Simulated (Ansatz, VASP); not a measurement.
SnSe2: VASP beside Ansatz

The input INCAR:

```
SYSTEM = SnSe2
PREC = Accurate
ENCUT = 520
EDIFF = 1E-6
ISMEAR = 0
SIGMA = 0.05
LREAL = .False.
LASPH = .True.
NELM = 100
ALGO = Normal
ISIF = 2
LWAVE = .False.
LCHARG = .True.
GGA = PS
LELF = .True.
LVHAR = .True.
NBANDS = 20
```

Contents of KPOINTS:

```
regular mesh
0
Gamma
  12 12 6
  0 0 0
```

POSCAR

```
SnSe2
1.0
    3.8109987816      0.0000000000      0.0000000000
   -1.9054993908      3.6717192065      0.0000000000
    0.0000000000      0.0000000000      6.1370000000
Sn Se
1 2
Direct
    0.0000000000      0.0000000000      0.0000000000
    0.3333333333      0.6666666667      0.2500000000
    0.6666666667      0.3333333333      0.7500000000
```

Input for Ansatz:

```yaml
crystal:
  lattice:
    - [3.8109987816, 0.0, 0.0]
    - [-1.9054993908, 3.6717192065, 0.0]
    - [0.0, 0.0, 6.137]
  atoms:
    - { symbol: Sn, position: [0.0, 0.0, 0.0] }
    - { symbol: Se, position: [0.3333333333, 0.6666666667, 0.25] }
    - { symbol: Se, position: [0.6666666667, 0.3333333333, 0.75] }
basis:
  ecutwfc: 420
kpoints:
  mp_grid: { grid: [12, 12, 6] }
hamiltonian:
  xc: pbesol
scf:
  occupations: { method: gaussian, width: 0.05 }
output:
  forces: true
  stress: true
  eigenvalues: true
  write_density: true
  write_potential: true
  elf: true
  volumetric_format: npy
```

Change from the starting cell: strain +0.1125 x Voigt [0, 1, 0, 0, 0, 0], atoms carried along.

Alike in both runs: task single point; functional PBEsol; k mesh 12 × 12 × 6; occupations gaussian, width 0.05 eV; no spin polarisation.

|  | VASP | Ansatz |
| --- | --- | --- |
| version | VASP 6.6.1 | Ansatz 0.2.0 |
| potentials or method | VASP PAW PBE potentials, release 64 (Sn_d, Se), cutoff 520 eV | scalar-relativistic, plane waves, PAW |
| valence electrons in the cell | 26 | 46 |

Ansatz gave:

```
gap on the k mesh at the Fermi level (eV)                     : 0.13
least direct gap on the mesh (eV)                             : 0.13
pressure (GPa)                                                : -3.8
traceless stress, the component that is largest in VASP (GPa) : -4.32
rms of the force components (eV/Å)                            : 0.048
```

Problem. Which values does VASP return?

Solution. gap on the k mesh at the Fermi level (eV): 0.12; least direct gap on the mesh (eV): 0.12; pressure (GPa): -3.8; traceless stress, the component that is largest in VASP (GPa): -4.31; rms of the force components (eV/Å): 0.042.

VASP's potentials were made for PBE, not for PBEsol. Atom by atom the forces differ by 0.007 eV/Å (rms over components). With one functional, cell and mesh, what is left measures potentials, basis and numerics. VASP's potentials hold 26 valence electrons a cell and Ansatz's 46, so a difference there can come from the potentials and not from the codes.
